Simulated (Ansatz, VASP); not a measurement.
## Two plane-wave programs on Br

```
Br
1.0
     3.36325   -2.32255    0.00000
     3.36325    2.32255    0.00000
     0.00000    0.00000    8.70230
Br
4
Direct
  0.36510 0.63490 0.39010
  0.13490 0.86510 0.89010
  0.63490 0.36510 0.60990
  0.86510 0.13490 0.10990
```

Alike in both runs: task single point; functional PBE-based screened hybrid with a share of 0.5 of exact exchange and HFSCREEN = 0.2078699; k mesh 4 × 4 × 2; occupations fermi-dirac, width 0.05 eV; no spin polarisation.

|  | VASP | Ansatz |
| --- | --- | --- |
| version | VASP 6.6.1 | Ansatz 0.2.0 |
| potentials or method | VASP PAW PBE potentials, release 64 (Br) | Ansatz PAW |
| plane-wave cutoff (eV) | 520 | 420 |
| valence electrons in the cell | 28 | 28 |

```csv
,VASP,Ansatz,Ansatz less VASP
gap on the k mesh at the Fermi level (eV),4.44,4.44,+0.002
least direct gap on the mesh (eV),4.60,4.60,+0.003
pressure (GPa),-0.3,-0.1,+0.14
"traceless stress, the component that is largest in VASP (GPa)",0.99,0.85,-0.131
rms of the force components (eV/Å),0.263,0.231,-0.0326
```

VASP's potentials were made for PBE, not for PBE-based screened hybrid. Atom by atom the forces differ by 0.033 eV/Å (rms over components).
